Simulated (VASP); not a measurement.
## BaZrO3: single point with PBEsol

Crystal: BaZrO3.

```
Ba Zr O
1.0
     4.18062    0.00000    0.00000
     0.00000    4.18062    0.00000
     0.00000    0.00000    4.18062
Ba Zr O
1 1 3
Direct
  0.00000 0.00000 0.00000
  0.50000 0.50000 0.50000
  0.00000 0.50000 0.50000
  0.50000 0.00000 0.50000
  0.50000 0.50000 0.00000
```

| Quantity | Value |
| --- | --- |
| Program | VASP 6.6.1 |
| Task | single point |
| Functional | PBEsol |
| Potentials or basis | VASP PAW PBE potentials, release 64 (Ba_sv, Zr_sv, O) |
| Cutoff | 520 eV |
| k mesh | 6 × 6 × 6 |
| Occupations | gaussian, width 0.01 eV |
| Spin | no spin polarisation |

```
Pressure               : 1.2 GPa
Band gap on the k mesh : 3.12 eV, indirect (least direct gap 3.33 eV)
```

Levels at points of the mesh, in eV from the valence-band top:
```
           k point  band 17  band 18  band 19  band 20  band 21  band 22  band 23  band 24
(0.00, 0.00, 0.00)    -1.01    -0.21    -0.21    -0.21     3.12     3.12     3.12     4.55
(0.50, 0.00, 0.00)    -1.77    -1.74    -0.44    -0.44     3.59     5.74     5.74     6.39
(0.50, 0.50, 0.00)    -0.94    -0.94    -0.77    -0.08     5.70     5.70     6.46     6.49
(0.50, 0.50, 0.50)    -2.57     0.00     0.00     0.00     5.93     5.93     5.93     7.06
```

It took 57 s on 1 thread of Intel Xeon 8259CL (shared host), peak memory 0.2 GiB.

Caveat: the PAW data sets were made with another functional, which shifts forces and pressure a little; spin-orbit coupling is left out, which moves the levels of the heavy elements. A k mesh can miss the band edges.
